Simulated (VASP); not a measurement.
# O (P6_3/mmc) in VASP: notebook

O is run at these levels: PBE; tasks: single point.

Program: VASP 6.6.1. These are calculated values, not measurements. Logs are shortened: lines on timing, memory, paths and dates and some standing lists are left out, and cuts for length are marked.

### 1 The cell of the first run

It takes space group P6_3/mmc (No. 194, hexagonal). Conventional cell: a = 2.408 Å, b = 2.408 Å, c = 7.648 Å, α = 90.00°, β = 90.00°, γ = 120.00°. O (site symmetry 3m) has 1 O at 1.19 Å within 1.6 Å.

### 2 Single point, PBE

File INCAR:

```
SYSTEM = O
  PREC = Accurate
  ENCUT = 520
  EDIFF = 1E-6
  ISMEAR = -1
  SIGMA = 0.05
  LREAL = .False.
  LASPH = .True.
  NELM = 60
  ALGO = Normal
  ISIF = 2
  LWAVE = .False.
  LCHARG = .False.
  GGA = PE
  NBANDS = 20
```

File KPOINTS:

```
Automatic mesh
0
Gamma
  12 12 4
  0 0 0
```

File POSCAR:

```
O
1.0
    2.4080132760      0.0000000000      0.0000000000
   -1.2040066380      2.0854006696      0.0000000000
    0.0000000000      0.0000000000      7.6479483309
O
4
Direct
    0.3333333333      0.6666666667      0.1718966900
    0.6666666667      0.3333333333      0.8281033100
    0.6666666667      0.3333333333      0.6718966900
    0.3333333333      0.6666666667      0.3281033100
```

Potentials or basis: VASP PAW PBE potentials, release 64 (O).

On the command line:

```sh
> cat potpaw_PBE.64/O/POTCAR > POTCAR
> mpirun -np 1 vasp_std > vasp.out
```

OUTCAR:

```text
SYSTEM = O
   PREC = Accurate
   ENCUT = 520
   EDIFF = 1E-6
   ISMEAR = -1
   LREAL = .False.
   LASPH = .True.
   NELM = 60
   ISIF = 2
   GGA = PE

 ion  position               nearest neighbor table
   1  0.333  0.667  0.172-   4 1.19
   2  0.667  0.333  0.828-   3 1.19
   3  0.667  0.333  0.672-   2 1.19
   4  0.333  0.667  0.328-   1 1.19

  LATTYP: Found a hexagonal cell.
 ALAT       =     2.4080132760
 C/A-ratio  =     3.1760407665

  Lattice vectors:

 A1 = (   2.4080132760,   0.0000000000,   0.0000000000)
 A2 = (  -1.2040066380,   2.0854006696,   0.0000000000)
 A3 = (   0.0000000000,   0.0000000000,   7.6479483309)

Analysis of symmetry for initial positions (statically):
=====================================================================
 Subroutine PRICEL returns:
 Original cell was already a primitive cell.

 Routine SETGRP: Setting up the symmetry group for a
 hexagonal supercell.

 Subroutine GETGRP returns: Found 24 space group operations
 (whereof 12 operations were pure point group operations)
 out of a pool of 24 trial point group operations.

The static configuration has the point symmetry D_3d.
 The point group associated with its full space group is D_6h.

Analysis of symmetry for dynamics (positions and initial velocities):
=====================================================================
 Subroutine PRICEL returns:
 Original cell was already a primitive cell.

 Routine SETGRP: Setting up the symmetry group for a
 hexagonal supercell.

 Subroutine GETGRP returns: Found 24 space group operations
 (whereof 12 operations were pure point group operations)
 out of a pool of 24 trial point group operations.

The dynamic configuration has the point symmetry D_3d.
 The point group associated with its full space group is D_6h.

 Subroutine INISYM returns: Found 24 space group operations
 (whereof 12 operations are pure point group operations),
 and found     1 'primitive' translations

----------------------------------------------------------------------------------------

                                     Primitive cell

  volume of cell :      38.4055

  direct lattice vectors                    reciprocal lattice vectors
     2.408013276  0.000000000  0.000000000     0.415280102  0.239762079  0.000000000
    -1.204006638  2.085400670  0.000000000     0.000000000  0.479524158  0.000000000
     0.000000000  0.000000000  7.647948331     0.000000000  0.000000000  0.130754021

  length of vectors
     2.408013276  2.408013276  7.647948331     0.479524158  0.479524158  0.130754021

  position of ions in fractional coordinates (direct lattice)
     0.333333333  0.666666667  0.171896690
     0.666666667  0.333333333  0.828103310
     0.666666667  0.333333333  0.671896690
     0.333333333  0.666666667  0.328103310

  ion indices of the primitive-cell ions
   primitive index   ion index
                 1           1
                 2           2
                 3           3
                 4           4

----------------------------------------------------------------------------------------

 KPOINTS: Automatic mesh

Automatic generation of k-mesh.
 Grid dimensions read from file:
 generate k-points for:   12   12    4

 Generating k-lattice:

  Cartesian coordinates                     Fractional coordinates (reciprocal lattice)
     0.034606675  0.019980173  0.000000000     0.083333333 -0.000000000  0.000000000
     0.000000000  0.039960346  0.000000000     0.000000000  0.083333333  0.000000000
     0.000000000  0.000000000  0.032688505     0.000000000  0.000000000  0.250000000

  Length of vectors
     0.039960346  0.039960346  0.032688505

  Shift w.r.t. Gamma in fractional coordinates (k-lattice)
     0.000000000  0.000000000  0.000000000

 Subroutine IBZKPT returns following result:
 ===========================================

 Found     57 irreducible k-points:

 Following reciprocal coordinates:
            Coordinates               Weight
  0.000000  0.000000  0.000000      1.000000
  0.083333  0.000000  0.000000      6.000000
  0.166667  0.000000  0.000000      6.000000
  0.250000  0.000000  0.000000      6.000000
  0.333333  0.000000  0.000000      6.000000
  0.416667  0.000000  0.000000      6.000000
[... 16 lines left out ...]
  0.250000  0.000000  0.250000     12.000000
  0.333333  0.000000  0.250000     12.000000
 [... further k-points ...]
   k-points           NKPTS =     57   k-points in BZ     NKDIM =     57   number of bands    NBANDS=     20
   number of dos      NEDOS =    301   number of ions     NIONS =      4
   total plane-waves  NPLWV =  19440
   dimension x,y,z NGX =    18 NGY =   18 NGZ =   60
   dimension x,y,z NGXF=    36 NGYF=   36 NGZF=  120
   ions per type =               4
   NGX,Y,Z   is equivalent  to a cutoff of  12.43, 12.43, 13.04 a.u.
   NGXF,Y,Z  is equivalent  to a cutoff of  24.85, 24.85, 26.08 a.u.
 SYSTEM =  O
   PREC   = accura    normal or accurate (medium, high low for compatibility)
   ISTART =      0    job   : 0-new  1-cont  2-samecut
   ICHARG =      2    charge: 1-file 2-atom 10-const
   ISPIN  =      1    spin polarized calculation?
   LNONCOLLINEAR =      F non collinear calculations
   LSORBIT =      F    spin-orbit coupling
   LASPH  =      T    aspherical Exc in radial PAW
   ENCUT  =  520.0 eV  38.22 Ry    6.18 a.u.   4.48  4.48 14.22*2*pi/ulx,y,z
   NELM   =     60;   NELMIN=  2; NELMDL= -5     # of ELM steps
   EDIFF  = 0.1E-05   stopping-criterion for ELM
   LREAL  =      F    real-space projection
   EDIFFG = 0.1E-04   stopping-criterion for IOM
   NSW    =      0    number of steps for IOM
   IBRION =     -1    ionic relax: 0-MD 1-quasi-New 2-CG
   NFREE  =      0    steps in history (QN), initial steepest desc. (CG)
   ISIF   =      2    stress and relaxation
   ISYM   =      2    0-nonsym 1-usesym 2-fastsym
   POTIM  = 0.5000    time-step for ionic-motion
   TEBEG  =    0.0;   TEEND  =   0.0 temperature during run
   PSTRESS=    0.0 pullay stress
   NELECT =      24.0000    total number of electrons
   NUPDOWN=      -1.0000    fix difference up-down
   EMIN   =  10.00;   EMAX   =-10.00  energy-range for DOS
   EFERMI =   0.00;   METHOD = LEGACY
   ISMEAR =    -1;   SIGMA  =   0.05  broadening in eV -4-tet -1-fermi 0-gaus
   EFERMI_NEDOS =   21; number of points for ismear=-14 and -15
   IALGO  =     38    algorithm
   IMIX   =      4    mixing-type and parameters
     AMIX     =   0.40;   BMIX     =  1.00
     AMIX_MAG =   1.60;   BMIX_MAG =  1.00
  volume/ion in A,a.u.               =       9.60        64.79
  Fermi-wavevector in a.u.,A,eV,Ry     =   1.399633  2.644923 26.653435  1.958972
  Thomas-Fermi vector in A             =   2.522673
   LORBIT       =      0    0 simple, 1 ext, 2 COOP (PROOUT), +10 PAW based schemes
   GGA     = PE    functional components
   LHFCALC =     F    Hartree Fock is set to
   AEXX    =    0.0000 exact exchange contribution
   IVDW    =     0    specifies the selected vdW correction
   LEPSILON=     F    determine dielectric tensor
   LRPA    =     F    only Hartree local field effects (RPA)
 non-spin polarized calculation
  energy-cutoff  :      520.00
  volume of cell :       38.41
 maximum number of plane-waves:      1067
 NGX is ok and might be reduce to    18
   NGX =  9   NGY =  9   NGZ = 29

 number of electron      24.0000004 magnetization

 Free energy of the ion-electron system (eV)
  ---------------------------------------------------
  ext. energy  EPLUGINS =         0.00000000
  ---------------------------------------------------
  free energy    TOTEN  =       -19.05448233 eV

  energy without entropy =      -19.03372081  energy(sigma->0) =      -19.04410157

 E-fermi :   2.0064     XC(G=0): -10.2869

 val. band max:        2.0017554243   @ k =   0.1667   0.0833   0.2500
 cond. band min:       2.0066209794   @ k =   0.1667   0.0833   0.0000
 fundamental gap:      0.0048655551
 Fermi energy:         2.0064490062

 k-point     1 :       0.0000    0.0000    0.0000
  band No.  band energies     occupation
      1     -26.6882      2.00000
      2     -26.6467      2.00000
      3     -14.0042      2.00000
      4     -13.3016      2.00000
      5      -7.5496      2.00000
      6      -6.1045      2.00000
[... 12 lines left out ...]
     19      14.6252      0.00000
     20      16.6524      0.00000

 k-point     2 :       0.0833    0.0000    0.0000
  band No.  band energies     occupation
      1     -26.6117      2.00000
      2     -26.5715      2.00000
      3     -13.8928      2.00000
      4     -13.2060      2.00000
      5      -7.5026      2.00000
      6      -6.1102      2.00000
[... 12 lines left out ...]
     19      15.0279      0.00000
     20      16.7565      0.00000

 k-point     3 :       0.1667    0.0000    0.0000
  band No.  band energies     occupation
      1     -26.3975      2.00000
      2     -26.3610      2.00000
      3     -13.5736      2.00000
      4     -12.9350      2.00000
      5      -7.3983      2.00000
      6      -6.1898      2.00000
[... 12 lines left out ...]
     19      16.1304      0.00000
     20      17.0198      0.00000

 k-point     4 :       0.2500    0.0000    0.0000
  band No.  band energies     occupation
      1     -26.0898      2.00000
      2     -26.0591      2.00000
      3     -13.0952      2.00000
      4     -12.5397      2.00000
      5      -7.3776      2.00000
      6      -6.5682      2.00000
[... 12 lines left out ...]
     19      17.3552      0.00000
     20      17.4002      0.00000

 k-point     5 :       0.3333    0.0000    0.0000
  band No.  band energies     occupation
      1     -25.7612      2.00000
      2     -25.7381      2.00000
      3     -12.5479      2.00000
      4     -12.1125      2.00000
      5      -7.6602      2.00000
      6      -7.2939      2.00000
[... 12 lines left out ...]
     19      17.7292      0.00000
     20      17.8117      0.00000
[... 353 lines left out ...]
      6      -6.3119      2.00000
[... 12 lines left out ...]
     19      15.2565      0.00000
     20      16.5702      0.00000

 k-point    22 :       0.1667    0.0000    0.2500
  band No.  band energies     occupation
      1     -26.3924      2.00000
      2     -26.3667      2.00000
      3     -13.4911      2.00000
      4     -13.0417      2.00000
      5      -7.2119      2.00000
      6      -6.3586      2.00000
[... 12 lines left out ...]
     19      16.1408      0.00000
     20      16.8294      0.00000

 k-point    23 :       0.2500    0.0000    0.2500
  band No.  band energies     occupation
      1     -26.0853      2.00000
      2     -26.0636      2.00000
      3     -13.0223      2.00000
      4     -12.6311      2.00000
      5      -7.2399      2.00000
      6      -6.6660      2.00000
[... 12 lines left out ...]
     19      17.2284      0.00000
     20      17.3804      0.00000

 k-point    24 :       0.3333    0.0000    0.2500
  band No.  band energies     occupation
      1     -25.7577      2.00000
      2     -25.7414      2.00000
      3     -12.4897      2.00000
      4     -12.1827      2.00000
      5      -7.5901      2.00000
      6      -7.3322      2.00000
[... 12 lines left out ...]
     19      17.5538      0.00000
     20      17.8314      0.00000

 [... further k-points ...]
[... 5 lines left out ...]
  --------------------------------------------------------------------------------------
  -------------------------------------------------------------------------------------
  Total        2.2308827      2.2308827      7.2505094      0.0000000     -0.0000000      0.0000000
  in kB       93.0666295     93.0666295    302.4724148      0.0000000     -0.0000000      0.0000000
  external PRESSURE =     162.8685579 kB  Pullay stress =       0.0000000 kB

 VOLUME and BASIS-vectors are now :
 -----------------------------------------------------------------------------
  energy-cutoff  :      520.00
  volume of cell :       38.41
      direct lattice vectors                 reciprocal lattice vectors
     2.408013276  0.000000000  0.000000000     0.415280102  0.239762079  0.000000000
    -1.204006638  2.085400670  0.000000000     0.000000000  0.479524158  0.000000000
     0.000000000  0.000000000  7.647948331     0.000000000  0.000000000  0.130754021

 POSITION                                       TOTAL-FORCE (eV/Angst)
 -----------------------------------------------------------------------------------
     -0.00000      1.39027      1.31466         0.000000     -0.000000     -2.670550
      1.20401      0.69513      6.33329        -0.000000      0.000000      2.670550
      1.20401      0.69513      5.13863        -0.000000      0.000000     -2.670550
     -0.00000      1.39027      2.50932         0.000000     -0.000000      2.670550
 -----------------------------------------------------------------------------------
    total drift:                               -0.000000      0.000000      0.000000

  FREE ENERGIE OF THE ION-ELECTRON SYSTEM (eV)
  ---------------------------------------------------
  free  energy   TOTEN  =       -19.0544823333 eV

  energy  without entropy=      -19.0337208142  energy(sigma->0) =      -19.04410157
```

Run time: 18 s. Hardware: 1 thread of AMD EPYC 9R45 (Zen 5), shared host; peak memory 0.13 GiB.

Results:

```
Free energy            : -19.0545 eV
Pressure               : 16.3 GPa
Largest force          : 2.671 eV/Å
Band gap on the k mesh : zero (band 12 reaches 3.58 eV, above the bottom of band 13 at 0.70 eV)
```

Forces on the atoms (eV/Å):
```
O    0.000  0.000 -2.671
O    0.000  0.000  2.671
O    0.000  0.000 -2.671
O    0.000  0.000  2.671
```

Stress tensor (GPa, compression positive):
```
 9.31  0.00  0.00
 0.00  9.31  0.00
 0.00  0.00 30.25
```

Levels at points of the mesh, in eV from the Fermi level:
| k point | band 10 | band 11 | band 12 | band 13 | band 14 | band 15 |
| --- | --- | --- | --- | --- | --- | --- |
| (0.00, 0.00, 0.00) | -5.18 | 1.55 | 1.55 | 1.60 | 1.60 | 6.39 |
| (0.50, 0.00, 0.00) | -6.18 | -2.67 | -2.37 | 0.71 | 0.87 | 9.97 |
| (0.00, 0.00, 0.50) | -5.19 | 1.57 | 1.57 | 1.57 | 1.57 | 7.92 |
| (0.50, 0.00, 0.50) | -6.21 | -2.50 | -2.50 | 0.79 | 0.79 | 10.22 |

Caveat: the standard files for N, O and F lose accuracy on very short bonds; spin is off for a triplet molecule; forces of over 1 eV/Å act on the atoms, so gaps and moduli don't describe the material at rest.

### 3 Single point, PBE

This run uses another cell than the first one, of 9.81 Å³/atom, 1.021 times its volume.

File INCAR:

```
SYSTEM = O
PREC = Accurate
ENCUT = 520
EDIFF = 1E-6
ISMEAR = -1
SIGMA = 0.05
LREAL = .False.
LASPH = .True.
NELM = 80
ALGO = Normal
ISIF = 2
LWAVE = .False.
LCHARG = .False.
GGA = PE
NBANDS = 20
```

File KPOINTS:

```
regular mesh
0
Gamma
  12 12 4
  0 0 0
```

File POSCAR:

```
O
1.0
    2.4249716747      0.0000000000      0.0000000000
   -1.2124858374      2.1000870737      0.0000000000
    0.0000000000      0.0000000000      7.7018088965
O
4
Direct
    0.3333333333      0.6666666667      0.1718966900
    0.6666666667      0.3333333333      0.8281033100
    0.6666666667      0.3333333333      0.6718966900
    0.3333333333      0.6666666667      0.3281033100
```

Potentials or basis: VASP PAW PBE potentials, release 64 (O).

On the command line:

```sh
> cat potpaw_PBE.64/O/POTCAR > POTCAR
> mpirun -np 1 vasp_std > vasp.out
```

Run time: 19 s. Hardware: 1 thread of AMD EPYC 9R45 (Zen 5), shared host; peak memory 0.13 GiB.

It converged, with:

```
Free energy            : -19.1305 eV
Pressure               : 12.5 GPa
Largest force          : 1.933 eV/Å
Band gap on the k mesh : zero (band 12 reaches 3.29 eV, above the bottom of band 13 at 0.50 eV)
```

Forces on the atoms (eV/Å):
```
O    0.000  0.000 -1.933
O    0.000  0.000  1.933
O    0.000  0.000 -1.933
O    0.000  0.000  1.933
```

Stress tensor (GPa, compression positive):
```
 7.58  0.00  0.00
 0.00  7.58  0.00
 0.00  0.00 22.25
```

Levels at points of the mesh, in eV from the Fermi level:
```
           k point  band 9  band 10  band 11  band 12  band 13  band 14  band 15  band 16
(0.00, 0.00, 0.00)   -5.08    -5.08     1.50     1.50     1.55     1.55     6.29    10.69
(0.50, 0.00, 0.00)   -6.11    -6.05    -2.58    -2.30     0.69     0.84     9.75    10.57
(0.00, 0.00, 0.50)   -5.09    -5.09     1.52     1.52     1.52     1.52     7.78     7.78
(0.50, 0.00, 0.50)   -6.08    -6.08    -2.42    -2.42     0.76     0.76    10.00    10.00
```

Caveat: the standard files for N, O and F lose accuracy on very short bonds; spin is off for a triplet molecule; forces of over 1 eV/Å act on the atoms, so gaps and moduli don't describe the material at rest.
